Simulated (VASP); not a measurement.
ZrB, 2 atoms in the cell. It takes space group Fm-3m (No. 225, cubic). The conventional cell has a = 4.819 Å, b = 4.819 Å, c = 4.819 Å, α = 90.00°, β = 90.00°, γ = 90.00°. Zr (site symmetry m-3m) has 6 B at 2.41 Å within 3.2 Å. B (site symmetry m-3m) has 6 Zr at 2.41 Å within 3.2 Å. 

| Item | Value |
| --- | --- |
| Program | VASP 6.6.1 |
| Task | single point |
| Functional | PBEsol |
| Dispersion | D3(BJ) |
| Potentials or basis | VASP PAW PBE potentials, release 64 (Zr_sv, B) |
| Cutoff | 520 eV |
| k mesh | 10 × 10 × 10 |
| Occupations | fermi-dirac, width 0.05 eV |
| Spin | no spin polarisation |
| Dipole correction | no |
| Further INCAR settings | ALGO = Normal; EDIFF = 1e-06; NBANDS = 14 |

Potentials or basis: VASP PAW PBE potentials, release 64 (Zr_sv, B).

Launch:

```console
$ cat potpaw_PBE.64/Zr_sv/POTCAR potpaw_PBE.64/B/POTCAR > POTCAR
$ mpirun -np 1 vasp_std > vasp.out
```

Hardware: 1 thread of Intel Xeon 6975P-C (shared host).

How long does it take, and how much memory?

Wall time 17 s on 1 thread of Intel Xeon 6975P-C, on a shared host, peak memory 0.17 GiB. Counts: scf iterations 12, k points 47.
